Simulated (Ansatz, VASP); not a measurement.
## One calculation of TiAl3, two programs

INCAR

```
ALGO     = Fast           # electronic algorithm
EDIFF    = 1E-6           # SCF threshold, eV
ENCUT    = 520            # plane-wave cutoff, eV
GGA      = PS             # functional
ISIF     = 2              # what is computed and relaxed
ISMEAR   = 0              # smearing method
LASPH    = True           # aspherical terms in the spheres
LCHARG   = False          # write CHGCAR
LREAL    = False          # projectors in reciprocal space
LWAVE    = False          # write WAVECAR
NBANDS   = 31             # bands
NELM     = 60             # most SCF steps
PREC     = Accurate       # precision mode
SIGMA    = 0.1            # smearing width, eV
```

The input KPOINTS:

```
k-points
0
Gamma
  10 10 4
```

The input POSCAR:

```
TiAl3
1.0
    3.8155481467      0.0000000000      0.0000000000
    0.0000000000      3.8155481467      0.0000000000
    0.0000000000      0.0000000000      8.6395335508
Ti Al
2 6
Direct
    0.0000000000      0.0000000000      0.0000000000
    0.5000000000      0.5000000000      0.5000000000
    0.5000000000      0.5000000000      0.0000000000
    0.0000000000      0.5000000000      0.2500000000
    0.5000000000      0.0000000000      0.2500000000
    0.0000000000      0.0000000000      0.5000000000
    0.5000000000      0.0000000000      0.7500000000
    0.0000000000      0.5000000000      0.7500000000
```

Input for Ansatz:

```yaml
crystal:
  lattice:
    - [3.8155481467, 0.0, 0.0]
    - [0.0, 3.8155481467, 0.0]
    - [0.0, 0.0, 8.6395335508]
  atoms:
    - { symbol: Ti, position: [0.0, 0.0, 0.0] }
    - { symbol: Ti, position: [0.5, 0.5, 0.5] }
    - { symbol: Al, position: [0.5, 0.5, 0.0] }
    - { symbol: Al, position: [0.0, 0.5, 0.25] }
    - { symbol: Al, position: [0.5, 0.0, 0.25] }
    - { symbol: Al, position: [0.0, 0.0, 0.5] }
    - { symbol: Al, position: [0.5, 0.0, 0.75] }
    - { symbol: Al, position: [0.0, 0.5, 0.75] }
basis:
  ecutwfc: 420
kpoints:
  mp_grid: { grid: [10, 10, 4] }
hamiltonian:
  xc: pbesol
scf:
  occupations: { method: gaussian, width: 0.1 }
output:
  forces: true
  stress: true
  eigenvalues: true
```

Change from the starting cell: strain along c alone, the other axes held, atoms relaxed: +1.0 %.

Alike in both runs: task single point; functional PBEsol; k mesh 10 × 10 × 4; occupations gaussian, width 0.1 eV; no spin polarisation.

|  | VASP | Ansatz |
| --- | --- | --- |
| version | VASP 6.6.1 | Ansatz 0.2.0 |
| potentials or method | VASP PAW PBE potentials, release 64 (Ti_sv, Al), cutoff 520 eV | scalar-relativistic, plane waves, PAW |
| valence electrons in the cell | 42 | 42 |

```tsv
	VASP	Ansatz	Ansatz less VASP
gap on the k mesh at the Fermi level (eV)	none	none	-
pressure (GPa)	-1.0	-1.1	-0.04
traceless stress, the component that is largest in VASP (GPa)	-1.19	-1.17	+0.020
```

VASP's potentials were made for PBE, not for PBEsol. A gap of «none» marks a metal or a gap that the smearing closes.
